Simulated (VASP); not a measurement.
Wanted: the native input for a VASP 6.6.1 run.

- Task: single point
- Functional: PBEsol
- Potentials or basis: VASP PAW PBE potentials, release 64 (Al, In_d, As)
- Cutoff: 520 eV
- k mesh: 4 × 4 × 4
- Occupations: gaussian, width 0.1 eV
- Spin: no spin polarisation
- Dipole correction: no
- Further INCAR settings: ALGO = Normal; EDIFF = 1e-06; NBANDS = 31

The structure of Al3InAs4 lies in POSCAR:

```
Al3InAs4
1.0
    5.1627778515      0.0000000000      0.0000000000
    0.0000000000      5.1627778515      0.0000000000
    0.0000000000      0.0000000000      5.1627778515
Al In As
3 1 4
Direct
    0.5000000000      0.5000000000      0.0000000000
    0.5000000000      0.0000000000      0.5000000000
    0.0000000000      0.5000000000      0.5000000000
    0.0000000000      0.0000000000      0.0000000000
    0.7447077174      0.7447077174      0.2552922826
    0.7447077174      0.2552922826      0.7447077174
    0.2552922826      0.7447077174      0.7447077174
    0.2552922826      0.2552922826      0.2552922826
```

These files were run (other wordings do the same):

INCAR

```
SYSTEM = Al3InAs4
PREC = Accurate ; ENCUT = 520
EDIFF = 1E-6 ; ISMEAR = 0
SIGMA = 0.1 ; LREAL = .FALSE.
LASPH = .TRUE. ; NELM = 60
ALGO = Normal ; ISIF = 2
LWAVE = .FALSE. ; LCHARG = .FALSE.
GGA = PS ; NBANDS = 31
```

KPOINTS

```
regular mesh
0
G
  4 4 4
  0 0 0
```

Potentials or basis: VASP PAW PBE potentials, release 64 (Al, In_d, As).

Launch:

```sh
$ cat potpaw_PBE.64/Al/POTCAR potpaw_PBE.64/In_d/POTCAR potpaw_PBE.64/As/POTCAR > POTCAR
$ mpirun -np 1 vasp_std > vasp.out
```

Results of the run:

| Property | Result |
| --- | --- |
| Pressure | 48.0 GPa |
| Largest force | 1.798 eV/Å |
| Band gap on the k mesh | 1.03 eV, direct |

Caveat: the PAW data sets were made with another functional, which shifts forces and pressure a little; spin-orbit coupling is left out, which moves the levels of the heavy elements.

Wall time 46 s on 1 thread of Intel(R) Xeon(R) Platinum 8375C CPU @ 2.90GHz (Ice Lake), with other jobs on the host, peak memory 0.25 GiB.
